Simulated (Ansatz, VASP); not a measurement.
## Two plane-wave programs on Cs3SI

Contents of INCAR:

```
  ALGO = Normal
  EDIFF = 1E-6
  ENCUT = 520
  GGA = PE
  ISIF = 2
  ISMEAR = 0
  LASPH = T
  LCHARG = F
  LREAL = F
  LWAVE = F
  NBANDS = 28
  NELM = 80
  PREC = Accurate
  SIGMA = 0.1
```

KPOINTS

```
k-points
0
Gamma
  4 4 4
```

File POSCAR:

```
Cs3SI
1.0
    6.8591278800      0.0000000000      0.0000000000
    0.0000000000      6.8591278800      0.0000000000
    0.0000000000      0.0000000000      6.8591278800
Cs S I
3 1 1
Direct
    0.5000000000      0.0000000000      0.0000000000
    0.0000000000      0.5000000000      0.0000000000
    0.0000000000      0.0000000000      0.5000000000
    0.0000000000      0.0000000000      0.0000000000
    0.5000000000      0.5000000000      0.5000000000
```

Input for Ansatz:

```yaml
crystal:
  lattice:
    - [6.85912788, 0.0, 0.0]
    - [0.0, 6.85912788, 0.0]
    - [0.0, 0.0, 6.85912788]
  atoms:
    - { symbol: Cs, position: [0.5, 0.0, 0.0] }
    - { symbol: Cs, position: [0.0, 0.5, 0.0] }
    - { symbol: Cs, position: [0.0, 0.0, 0.5] }
    - { symbol: S, position: [0.0, 0.0, 0.0] }
    - { symbol: I, position: [0.5, 0.5, 0.5] }
basis:
  ecutwfc: 420
kpoints:
  mp_grid: { grid: [4, 4, 4] }
hamiltonian:
  xc: pbe
scf:
  occupations: { method: gaussian, width: 0.1 }
  lower_state_search: "off"
output:
  forces: true
  stress: true
  eigenvalues: true
```

Alike in both runs: task single point; functional PBE; k mesh 4 × 4 × 4; occupations gaussian, width 0.1 eV; no spin polarisation.

|  | VASP | Ansatz |
| --- | --- | --- |
| version | VASP 6.6.1 | Ansatz 0.2.0 |
| potentials or method | VASP PAW PBE potentials, release 64 (Cs_sv, S, I), cutoff 520 eV | scalar-relativistic, plane waves, PAW |
| valence electrons in the cell | 40 | 50 |

VASP gave:

| Quantity | Value |
| --- | --- |
| gap on the k mesh at the Fermi level (eV) | 1.07 |
| least direct gap on the mesh (eV) | 1.07 |
| pressure (GPa) | -0.6 |

Which values does Ansatz return?

gap on the k mesh at the Fermi level (eV): 1.10; least direct gap on the mesh (eV): 1.10; pressure (GPa): -0.6.

VASP's potentials hold 40 valence electrons a cell and Ansatz's 50, so a difference there can come from the potentials and not from the codes.

Neither program's run includes spin-orbit coupling.
